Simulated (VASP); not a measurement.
# Ni (Fm-3m) in VASP: a series of runs, part 2 of 2

VASP 6.6.1.

**4. Single point, PBE, collinear spin, ferromagnetic start**

Input file INCAR:

```
PREC = Accurate
ENCUT = 520
EDIFF = 1E-6
ISMEAR = -1
SIGMA = 0.1
LREAL = F
LASPH = T
NELM = 150
ALGO = Normal
ISIF = 2
LWAVE = F
LCHARG = F
ISPIN = 2
MAGMOM = 0.73
LORBIT = 11
NUPDOWN = 0.73
LMAXMIX = 4
GGA = PE
NBANDS = 15
```

Input file KPOINTS:

```
regular mesh
0
Gamma
  12 12 12
```

Input file POSCAR:

```
Ni
1.0
    0.0000000000      1.7855000000      1.7855000000
    1.7855000000      0.0000000000      1.7855000000
    1.7855000000      1.7855000000      0.0000000000
Ni
1
Direct
    0.0000000000      0.0000000000      0.0000000000
```

Potentials or basis: VASP PAW PBE potentials, release 64 (Ni).

The run is started by

```console
$ cat potpaw_PBE.64/Ni/POTCAR > POTCAR
$ mpirun -np 1 vasp_std > vasp.out
```

OUTCAR:

```text
PREC = Accurate
   ENCUT = 520
   EDIFF = 1E-6
   ISMEAR = -1
   LREAL = F
   LASPH = T
   NELM = 150
   ISIF = 2
   ISPIN = 2
   LORBIT = 11
   NUPDOWN = 0.73
   GGA = PE

 ion  position               nearest neighbor table
   1  0.000  0.000  0.000-

  LATTYP: Found a face centered cubic cell.
 ALAT       =     3.5710000000

  Lattice vectors:

 A1 = (   0.0000000000,   1.7855000000,   1.7855000000)
 A2 = (   1.7855000000,   0.0000000000,   1.7855000000)
 A3 = (   1.7855000000,   1.7855000000,   0.0000000000)

Analysis of symmetry for initial positions (statically):
=====================================================================
 Subroutine PRICEL returns:
 Original cell was already a primitive cell.

 Routine SETGRP: Setting up the symmetry group for a
 face centered cubic supercell.

 Subroutine GETGRP returns: Found 48 space group operations
 (whereof 48 operations were pure point group operations)
 out of a pool of 48 trial point group operations.

The static configuration has the point symmetry O_h .

Analysis of symmetry for dynamics (positions and initial velocities):
=====================================================================
 Subroutine PRICEL returns:
 Original cell was already a primitive cell.

 Routine SETGRP: Setting up the symmetry group for a
 face centered cubic supercell.

 Subroutine GETGRP returns: Found 48 space group operations
 (whereof 48 operations were pure point group operations)
 out of a pool of 48 trial point group operations.

The dynamic configuration has the point symmetry O_h .

Analysis of structural, dynamic, and magnetic symmetry:
=====================================================================
 Subroutine PRICEL returns:
 Original cell was already a primitive cell.

 Routine SETGRP: Setting up the symmetry group for a
 face centered cubic supercell.

 Subroutine GETGRP returns: Found 48 space group operations
 (whereof 48 operations were pure point group operations)
 out of a pool of 48 trial point group operations.

The overall configuration has the point symmetry O_h .

 Subroutine INISYM returns: Found 48 space group operations
 (whereof 48 operations are pure point group operations),
 and found     1 'primitive' translations

----------------------------------------------------------------------------------------

                                     Primitive cell

  volume of cell :      11.3844

  direct lattice vectors                    reciprocal lattice vectors
     0.000000000  1.785500000  1.785500000    -0.280033604  0.280033604  0.280033604
     1.785500000  0.000000000  1.785500000     0.280033604 -0.280033604  0.280033604
     1.785500000  1.785500000  0.000000000     0.280033604  0.280033604 -0.280033604

  length of vectors
     2.525078316  2.525078316  2.525078316     0.485032430  0.485032430  0.485032430

  position of ions in fractional coordinates (direct lattice)
     0.000000000  0.000000000  0.000000000

  ion indices of the primitive-cell ions
   primitive index   ion index
                 1           1

----------------------------------------------------------------------------------------

 KPOINTS: regular mesh

Automatic generation of k-mesh.
 Grid dimensions read from file:
 generate k-points for:   12   12   12

 Generating k-lattice:

  Cartesian coordinates                     Fractional coordinates (reciprocal lattice)
    -0.023336134  0.023336134  0.023336134     0.083333333  0.000000000  0.000000000
     0.023336134 -0.023336134  0.023336134     0.000000000  0.083333333  0.000000000
     0.023336134  0.023336134 -0.023336134     0.000000000  0.000000000  0.083333333

[... 66 lines left out ...]
   PSTRESS=    0.0 pullay stress
   NELECT =      10.0000    total number of electrons
   NUPDOWN=       0.7300    fix difference up-down
   EMIN   =  10.00;   EMAX   =-10.00  energy-range for DOS
   EFERMI =   0.00;   METHOD = LEGACY
   ISMEAR =    -1;   SIGMA  =   0.10  broadening in eV -4-tet -1-fermi 0-gaus
   EFERMI_NEDOS =   21; number of points for ismear=-14 and -15
   IALGO  =     38    algorithm
   IMIX   =      4    mixing-type and parameters
     AMIX     =   0.40;   BMIX     =  1.00
     AMIX_MAG =   1.60;   BMIX_MAG =  1.00
  volume/ion in A,a.u.               =      11.38        76.83
  Fermi-wavevector in a.u.,A,eV,Ry     =   1.567852  2.962810 33.445282  2.458159
  Thomas-Fermi vector in A             =   2.669970
   LORBIT       =     11    0 simple, 1 ext, 2 COOP (PROOUT), +10 PAW based schemes
   GGA     = PE    functional components
   LHFCALC =     F    Hartree Fock is set to
   AEXX    =    0.0000 exact exchange contribution
   IVDW    =     0    specifies the selected vdW correction
   LEPSILON=     F    determine dielectric tensor
   LRPA    =     F    only Hartree local field effects (RPA)
 spin polarized calculation
  energy-cutoff  :      520.00
  volume of cell :       11.38
 maximum number of plane-waves:       331
   NGX =  9   NGY =  9   NGZ =  9

 number of electron      10.0000000 magnetization       0.7300000

 number of electron       9.9999999 magnetization       0.7300000

 Free energy of the ion-electron system (eV)
  ---------------------------------------------------
  ext. energy  EPLUGINS =         0.00000000
  ---------------------------------------------------
  free energy    TOTEN  =        -5.48292515 eV

  energy without entropy =       -5.43063907  energy(sigma->0) =       -5.45678211

 E-fermi :   8.7305     XC(G=0): -12.9933

 val. band max:        8.7748268732   @ k =   0.4167   0.1667   0.0000
 cond. band min:       8.7372996281   @ k =   0.5000   0.4167   0.0000
 fundamental gap:     -0.0375272451
 Fermi energy:         8.9387086542

 spin component 1

 k-point     1 :       0.0000    0.0000    0.0000
  band No.  band energies     occupation
      1       0.0416      1.00000
      2       6.3610      1.00000
      3       6.3610      1.00000
      4       6.3610      1.00000
      5       7.4498      1.00000
      6       7.4498      1.00000
      7      32.0860      0.00000
      8      35.5810      0.00000
      9      35.5810      0.00000
     10      35.5810      0.00000
     11      38.3796      0.00000
     12      38.3796      0.00000
     13      38.3796      0.00000
     14      41.4616      0.00000
[... 403 lines left out ...]
      4       6.7284      1.00000
      5       7.9334      0.99996
      6      10.8209      0.00000
      7      14.5669      0.00000
      8      24.9835      0.00000
      9      29.5847      0.00000
     10      30.8841      0.00000
     11      39.7597      0.00000
     12      40.3069      0.00000
     13      46.9265      0.00000
     14      49.6139      0.00000
     15      50.7543      0.00000

 [... further k-points ...]

 spin component 2

 k-point     1 :       0.0000    0.0000    0.0000
  band No.  band energies     occupation
      1       0.0218      1.00000
      2       7.2067      1.00000
      3       7.2067      1.00000
      4       7.2067      1.00000
      5       8.1528      0.99691
      6       8.1528      0.99691
      7      31.9212      0.00000
      8      35.5927      0.00000
      9      35.5927      0.00000
     10      35.5927      0.00000
     11      38.5045      0.00000
     12      38.5045      0.00000
     13      38.5045      0.00000
     14      41.3371      0.00000
[... 403 lines left out ...]
      4       7.4490      1.00000
      5       8.8058      0.32007
      6      11.1807      0.00000
      7      14.9659      0.00000
      8      25.0824      0.00000
      9      29.6864      0.00000
     10      30.8993      0.00000
     11      39.8229      0.00000
     12      40.2966      0.00000
     13      47.0391      0.00000
     14      49.7437      0.00000
     15      50.8601      0.00000

 [... further k-points ...]
[... 5 lines left out ...]
  --------------------------------------------------------------------------------------
  -------------------------------------------------------------------------------------
  Total       -0.4827494     -0.4827494     -0.4827494      0.0000000      0.0000000      0.0000000
  in kB      -67.9395637    -67.9395637    -67.9395637      0.0000000      0.0000000      0.0000000
  external PRESSURE =     -67.9395637 kB  Pullay stress =       0.0000000 kB

 VOLUME and BASIS-vectors are now :
 -----------------------------------------------------------------------------
  energy-cutoff  :      520.00
  volume of cell :       11.38
      direct lattice vectors                 reciprocal lattice vectors
     0.000000000  1.785500000  1.785500000    -0.280033604  0.280033604  0.280033604
     1.785500000  0.000000000  1.785500000     0.280033604 -0.280033604  0.280033604
     1.785500000  1.785500000  0.000000000     0.280033604  0.280033604 -0.280033604

 POSITION                                       TOTAL-FORCE (eV/Angst)
 -----------------------------------------------------------------------------------
      0.00000      0.00000      0.00000        -0.000000     -0.000000     -0.000000
 -----------------------------------------------------------------------------------
    total drift:                               -0.000000     -0.000000     -0.000000

  FREE ENERGIE OF THE ION-ELECTRON SYSTEM (eV)
  ---------------------------------------------------
  free  energy   TOTEN  =        -5.4829251537 eV

  energy  without entropy=       -5.4306390660  energy(sigma->0) =       -5.45678211

 total charge

# of ion       s       p       d       tot
------------------------------------------
    1        0.482   0.463   8.286   9.231

 magnetization (x)

# of ion       s       p       d       tot
------------------------------------------
    1       -0.004  -0.022   0.769   0.744
```

Wall time 25 s (1 thread of AMD EPYC 9R14 (Zen 4), shared host); peak memory 0.1 GiB.

What came out:

```
Free energy                                           : -5.4829 eV
Pressure                                              : -6.8 GPa
Net moment                                            : 0.73 μB per cell
Site moments                                          : Ni +0.74 μB
Valence electrons inside the program's atomic spheres : Ni 9.23
```

Caveat: the total moment is fixed, so each spin has its own Fermi level.

**5. Single point, PBE, collinear spin, ferromagnetic start**

Input file INCAR:

```
ALGO = Normal
EDIFF = 1E-6
ENCUT = 520
GGA = PE
ISIF = 2
ISMEAR = -1
ISPIN = 2
LASPH = True
LCHARG = False
LMAXMIX = 4
LORBIT = 11
LREAL = False
LWAVE = False
MAGMOM = 1.22
NBANDS = 15
NELM = 150
NUPDOWN = 1.22
PREC = Accurate
SIGMA = 0.1
```

Input file KPOINTS:

```
k-points
0
Gamma
  12 12 12
```

POSCAR is that of step 4.

The run is started by

```console
$ cat potpaw_PBE.64/Ni/POTCAR > POTCAR
$ mpirun -np 1 vasp_std > vasp.out
```

Wall time 27 s (1 thread of AMD EPYC 9R14 (Zen 4), shared host); peak memory 0.11 GiB.

It converged, with:

```
Free energy                                           : -5.2376 eV
Pressure                                              : -1.8 GPa
Net moment                                            : 1.22 μB per cell
Site moments                                          : Ni +1.19 μB
Valence electrons inside the program's atomic spheres : Ni 9.21
```

Caveat: the total moment is fixed, so each spin has its own Fermi level.

**6. Summary**

```csv
fixed moment (μB),pressure (GPa),moment (μB)
1.96,15.1,1.96
0.24,-8.3,0.24
0.73,-6.8,0.73
1.22,-1.8,1.22
```

Alike in all rows: task single point; level PBE; potentials or basis VASP PAW PBE potentials, release 64 (Ni); spin collinear, ferromagnetic start; cell as given; k mesh 12 × 12 × 12; cutoff (eV) 520; smearing fermi-dirac 0.1 eV.

Caveats: the total moment is fixed, so each spin has its own Fermi level.

Total energies depend on the potentials used, so only differences within one code and one set of settings carry meaning.
